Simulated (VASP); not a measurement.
Input of a VASP 6.6.1 run:

The input POSCAR:

```
PbF2
1.0
    2.9882622602      2.9882622602      0.0000000000
   -2.9882622602      2.9882622602      0.0000000000
    0.0000000000      2.9882622602      2.9882622602
Pb F
1 2
Direct
    0.0000000000      0.0000000000      0.0000000000
    0.2500000000      0.7500000000      0.5000000000
    0.7500000000      0.2500000000      0.5000000000
```

The input INCAR.step1:

```
SYSTEM = PbF2
PREC     = Accurate       ! precision mode
ENCUT    = 520            ! plane-wave cutoff, eV
ISMEAR   = 0              ! smearing method
SIGMA    = 0.01           ! smearing width, eV
LREAL    = .FALSE.        ! projectors in reciprocal space
LASPH    = .TRUE.         ! aspherical terms in the spheres
NELM     = 80             ! most SCF steps
NBANDS   = 21             ! bands
GGA      = PE             ! functional
ALGO     = Normal         ! electronic algorithm
EDIFF    = 1E-4           ! SCF threshold, eV
LWAVE    = .TRUE.         ! write WAVECAR
LCHARG   = .FALSE.        ! write CHGCAR
```

The input INCAR.step2:

```
SYSTEM = PbF2
PREC     = Accurate       ! precision mode
ENCUT    = 520            ! plane-wave cutoff, eV
EDIFF    = 1E-6           ! SCF threshold, eV
ISMEAR   = 0              ! smearing method
SIGMA    = 0.01           ! smearing width, eV
LREAL    = .FALSE.        ! projectors in reciprocal space
LASPH    = .TRUE.         ! aspherical terms in the spheres
NELM     = 80             ! most SCF steps
ALGO     = Normal         ! electronic algorithm
ISIF     = 2              ! what is computed and relaxed
LWAVE    = .FALSE.        ! write WAVECAR
LCHARG   = .FALSE.        ! write CHGCAR
METAGGA  = R2SCAN         ! meta-GGA
LMIXTAU  = .TRUE.       
NBANDS   = 21             ! bands
ISTART   = 1
```

KPOINTS

```
regular mesh
0
G
  8 8 8
  0 0 0
```

Potentials or basis: VASP PAW PBE potentials, release 64 (Pb_d, F).

Run with:

```sh
$ cat potpaw_PBE.64/Pb_d/POTCAR potpaw_PBE.64/F/POTCAR > POTCAR
$ cp INCAR.step1 INCAR
$ mpirun -np 1 vasp_std > vasp.out
$ cp INCAR.step2 INCAR
$ mpirun -np 1 vasp_std > vasp.out
```

Problem. Predict the band gap on the k mesh.

Solution. 4.94 eV (least direct gap 5.08 eV).

Problem. Predict the pressure.

Solution. -2.1 GPa.

Caveat: the PAW data sets were made with another functional, which shifts forces and pressure a little; spin-orbit coupling is left out, which moves the levels of the heavy elements. A k mesh can miss the band edges.
